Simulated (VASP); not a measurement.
**AlCu3: relaxation of cell and atoms with LDA**

Crystal: AlCu3.

```xyz
4
Lattice="0.0000 2.8880 2.8880 2.8880 0.0000 2.8880 2.8880 2.8880 0.0000" Properties=species:S:1:pos:R:3 pbc="T T T"
Al    0.0000    0.0000    0.0000
Cu    2.8880    2.8880    2.8880
Cu    1.4440    1.4440    1.4440
Cu    4.3320    4.3320    4.3320
```

```yaml
Program: VASP 6.6.1
Task: relaxation of cell and atoms
Functional: LDA
Potentials_or_basis: VASP PAW LDA potentials, release 64 (Al, Cu)
Cutoff: 600 eV
k_mesh: 12 × 12 × 12
Occupations: gaussian, width 0.1 eV
Spin: no spin polarisation
Dipole_correction: no
Further_INCAR_settings: ALGO = Normal; EDIFF = 1e-06; IBRION = 2; EDIFFG = -0.005; NSW = 100; ISIF = 3
```

```
Relaxed volume                         : 11.62 Å³/atom
Relaxed cell                           : a = 4.035 Å, b = 4.035 Å, c = 4.035 Å, α = 60.00°, β = 60.00°, γ = 60.00°
Space group after relaxing (to 0.05 Å) : Fm-3m (No. 225)
Energy gained by relaxing              : 7.5 meV/atom
Ionic steps                            : 3
Pressure after relaxing                : 0.1 GPa
Band gap on the k mesh                 : zero (band 18 reaches 12.75 eV, above the bottom of band 19 at 6.73 eV)
```

Step by step:
```tsv
step	energy change (eV)	largest force (eV/Å)	pressure (GPa)	volume (Å³)
1	0.0000	0.0000	-5.41	48.18
2	-0.0169	0.0000	4.18	45.40
3	-0.0300	0.0000	0.07	46.46
```

Final structure:
```cif
data_structure
_symmetry_space_group_name_H-M 'P 1'
_symmetry_Int_Tables_number 1
_cell_length_a 4.0353
_cell_length_b 4.0353
_cell_length_c 4.0353
_cell_angle_alpha 60.000
_cell_angle_beta 60.000
_cell_angle_gamma 60.000
_cell_volume 46.46
loop_
_atom_site_label
_atom_site_type_symbol
_atom_site_fract_x
_atom_site_fract_y
_atom_site_fract_z
_atom_site_occupancy
Al1 Al 0.00000 0.00000 0.00000 1
Cu1 Cu 0.50000 0.50000 0.50000 1
Cu2 Cu 0.25000 0.25000 0.25000 1
Cu3 Cu 0.75000 0.75000 0.75000 1
```

Levels at points of the mesh, in eV from the Fermi level:
```tsv
k point	band 15	band 16	band 17	band 18	band 19	band 20	band 21	band 22
(0.00, 0.00, 0.00)	-2.60	-2.60	3.84	3.84	3.84	4.30	4.30	4.30
(0.50, 0.00, 0.00)	-2.55	-2.55	-2.25	2.73	2.73	3.04	3.04	3.78
(0.50, 0.50, 0.00)	-2.46	-2.40	-2.21	-2.21	-2.18	2.08	2.49	11.10
```

Run time: 4.2 min on 1 thread of Intel(R) Xeon(R) Platinum 8259CL CPU @ 2.50GHz (Skylake/Cascade Lake) (shared host), peak memory 0.23 GiB.
